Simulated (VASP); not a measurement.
Set up this calculation in VASP 6.6.1, as the native input.

```yaml
Task: density of states
Functional: PBE
Potentials_or_basis: VASP PAW PBE potentials, release 64 (V_sv)
Cutoff: 520 eV
k_mesh: 14 × 14 × 14
Occupations: fermi-dirac, width 0.08 eV
Spin: no spin polarisation
Dipole_correction: no
k_mesh_for_the_DOS: 21 × 21 × 21
Occupations_for_the_DOS: tetrahedron
Further_INCAR_settings: ALGO = Normal; EDIFF = 1e-06; NBANDS = 20
```

V:

```xyz
2
Lattice="0.0000 2.0333 2.0333 2.0333 0.0000 2.0333 2.0333 2.0333 0.0000" Properties=species:S:1:pos:R:3 pbc="T T T"
V    -0.5083   -0.5083   -0.5083
V     0.5083    0.5083    0.5083
```

This cell differs from its parent crystal: volume scaled by 0.45.

These files were run (other wordings do the same):

POSCAR

```
V
1.0
    0.0000000000      2.0332668825      2.0332668825
    2.0332668825      0.0000000000      2.0332668825
    2.0332668825      2.0332668825      0.0000000000
V
2
Direct
   -0.1250000000     -0.1250000000     -0.1250000000
    0.1250000000      0.1250000000      0.1250000000
```

INCAR.step1

```
  PREC = Accurate
  ENCUT = 520
  EDIFF = 1E-6
  ISMEAR = -1
  SIGMA = 0.08
  LREAL = F
  LASPH = T
  NELM = 60
  ALGO = Normal
  ISIF = 2
  LWAVE = F
  LCHARG = T
  LMAXMIX = 4
  GGA = PE
  NBANDS = 20
```

KPOINTS.step1

```
regular mesh
0
Gamma
  14 14 14
```

INCAR.step2

```
  PREC = Accurate
  ENCUT = 520
  EDIFF = 1E-6
  ISMEAR = -5
  SIGMA = 0.08
  LREAL = F
  LASPH = T
  NELM = 60
  ALGO = Normal
  ISIF = 2
  LWAVE = F
  LCHARG = F
  LMAXMIX = 4
  GGA = PE
  LORBIT = 11
  NBANDS = 20
  NEDOS = 2001
  ICHARG = 11
```

KPOINTS.step2

```
regular mesh
0
Gamma
  21 21 21
```

Potentials or basis: VASP PAW PBE potentials, release 64 (V_sv).

Command:

```console
$ cat potpaw_PBE.64/V_sv/POTCAR > POTCAR
$ cp INCAR.step1 INCAR
$ cp KPOINTS.step1 KPOINTS
$ mpirun -np 1 vasp_std > vasp.out
$ cp INCAR.step2 INCAR
$ cp KPOINTS.step2 KPOINTS
$ mpirun -np 1 vasp_std > vasp.out
```

Run time: 40 s on 1 thread of Intel Xeon 6975P-C (shared host), peak memory 0.19 GiB.
